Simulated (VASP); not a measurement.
Crystal: Sn.

```xyz
2
Lattice="0.0000 3.3291 3.3291 3.3291 0.0000 3.3291 3.3291 3.3291 0.0000" Properties=species:S:1:pos:R:3 pbc="T T T"
Sn    0.0000    0.0000    0.0000
Sn    1.6646    1.6646    1.6646
```

| Property | Result |
| --- | --- |
| Program | VASP 6.6.1 |
| Task | relaxation of cell and atoms |
| Functional | LDA |
| Potentials or basis | VASP PAW LDA potentials, release 64 (Sn_d) |
| Cutoff | 600 eV |
| k mesh | 6 × 6 × 6 |
| Occupations | fermi-dirac, width 0.02 eV |
| Spin | no spin polarisation |

At the start: pressure -3.1 GPa; volume 36.90 Å³/atom.

Problem. How do energy, volume and symmetry change on relaxing?

Solution. Over 3 steps the energy falls by 30.0 meV/atom and the volume is 33.99 Å³/atom (-7.9 %); space group Fd-3m (No. 227, to 0.05 Å).

The path:
```csv
step,energy change (eV),largest force (eV/Å),pressure (GPa),volume (Å³)
1,0.0000,0.0000,-3.05,73.79
2,-0.0554,0.0000,1.04,66.53
3,-0.0600,0.0000,0.02,67.98
```

Final structure:
```
Sn
1.0
     0.00000    3.23933    3.23933
     3.23933    0.00000    3.23933
     3.23933    3.23933    0.00000
Sn
2
Direct
  0.00000 0.00000 0.00000
  0.25000 0.25000 0.25000
```
